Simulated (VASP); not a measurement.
**Pt: single point with PBE**

Pt:

```
Pt
1.0
     0.00000    2.02449    2.02449
     2.02449    0.00000    2.02449
     2.02449    2.02449    0.00000
Pt
1
Direct
  0.00000 0.00000 0.00000
```

| Quantity | Value |
| --- | --- |
| Program | VASP 6.6.1 |
| Task | single point |
| Functional | PBE |
| Potentials or basis | VASP PAW PBE potentials, release 64 (Pt) |
| Cutoff | 520 eV |
| k mesh | 47 × 47 × 47 |
| Occupations | fermi-dirac, width 0.0612256 eV |
| Spin | no spin polarisation |

| Quantity | Value |
| --- | --- |
| Pressure | -12.7 GPa |
| Band gap on the k mesh | zero (bands 5 and 6 overlap by 1.88 eV) |

Levels at points of the mesh, in eV from the Fermi level:
```tsv
k point	band 2	band 3	band 4	band 5	band 6	band 7	band 8	band 9
(0.00, 0.00, 0.00)	-3.23	-3.23	-3.23	-1.40	-1.40	14.86	19.29	19.29
```

Run time: 10 min on 1 thread of Oxide Virtual Turin-like Processor (shared host), peak memory 0.53 GiB.

Caveat: the cell stands under tension; spin-orbit coupling is left out, which moves the levels of the heavy elements.
